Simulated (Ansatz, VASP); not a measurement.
## One calculation of Ca, two programs

The input INCAR:

```
ALGO = Fast
EDIFF = 1E-6
ENCUT = 520
GGA = PE
ISIF = 2
ISMEAR = 0
LASPH = True
LCHARG = True
LELF = True
LREAL = False
LVHAR = True
LWAVE = False
NBANDS = 11
NELM = 100
PREC = Accurate
SIGMA = 0.15
```

KPOINTS

```
k-points
0
Gamma
  16 16 16
```

The input POSCAR:

```
Ca
1.0
   -2.2052049036      2.2052049036      2.0863090695
    2.2052049036     -2.2052049036      2.0863090695
    2.2052049036      2.2052049036     -2.0863090695
Ca
1
Direct
    0.5000000000      0.5000000000      0.0000000000
```

Input for Ansatz:

```yaml
crystal:
  lattice:
    - [-2.2052049036, 2.2052049036, 2.0863090695]
    - [2.2052049036, -2.2052049036, 2.0863090695]
    - [2.2052049036, 2.2052049036, -2.0863090695]
  atoms:
    - { symbol: Ca, position: [0.5, 0.5, 0.0] }
basis:
  ecutwfc: 420
kpoints:
  mp_grid: { grid: [16, 16, 16] }
hamiltonian:
  xc: pbe
scf:
  occupations: { method: gaussian, width: 0.15 }
output:
  forces: true
  stress: true
  eigenvalues: true
```

Change from the starting cell: strain +0.000 along x and y, -0.050 along z, atoms carried along.

Alike in both runs: task single point; functional PBE; k mesh 16 × 16 × 16; occupations gaussian, width 0.15 eV; no spin polarisation.

|  | VASP | Ansatz |
| --- | --- | --- |
| version | VASP 6.6.1 | Ansatz 0.2.0 |
| potentials or method | VASP PAW PBE potentials, release 64 (Ca_sv), cutoff 520 eV | scalar-relativistic, plane waves, PAW |
| valence electrons in the cell | 10 | 10 |

```csv
,VASP,Ansatz,Ansatz less VASP
gap on the k mesh at the Fermi level (eV),none,none,-
pressure (GPa),0.7,0.7,-0.03
```

A gap of «none» marks a metal or a gap that the smearing closes.
